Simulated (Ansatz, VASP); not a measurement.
**One calculation of NaAg, two programs**

```
Na Ag
1.0
     3.08827    0.00000    0.00000
    -1.54414    2.67452    0.00000
     0.00000    0.00000    5.04875
Na Ag
1 1
Direct
  0.33333 0.66667 0.50000
  0.00000 0.00000 0.00000
```

Alike in both runs: task relaxation of cell and atoms; functional PBE; k mesh 15 × 15 × 8; occupations gaussian, width 0.1 eV; no spin polarisation.

|  | VASP | Ansatz |
| --- | --- | --- |
| version | VASP 6.6.1 | Ansatz 0.2.0 |
| potentials or method | VASP PAW PBE potentials, release 64 (Na_pv, Ag), cutoff 600 eV | scalar-relativistic, plane waves, PAW |
| valence electrons in the cell | 18 | 28 |

Ansatz gave:

```
gap on the k mesh at the Fermi level, each at its own relaxed structure (eV) : none
relaxed volume (Å³/atom)                                                     : 21.47
relaxed length of the cell vector where the two differ most in proportion (Å)              : 3.099
```

What did VASP give for the same quantities?

gap on the k mesh at the Fermi level, each at its own relaxed structure (eV): none; relaxed volume (Å³/atom): 21.48; relaxed length of the cell vector where the two differ most in proportion (Å): 3.100.

A gap of «none» marks a metal or a gap that the smearing closes. VASP's potentials hold 18 valence electrons a cell and Ansatz's 28, so a difference there can come from the potentials and not from the codes.
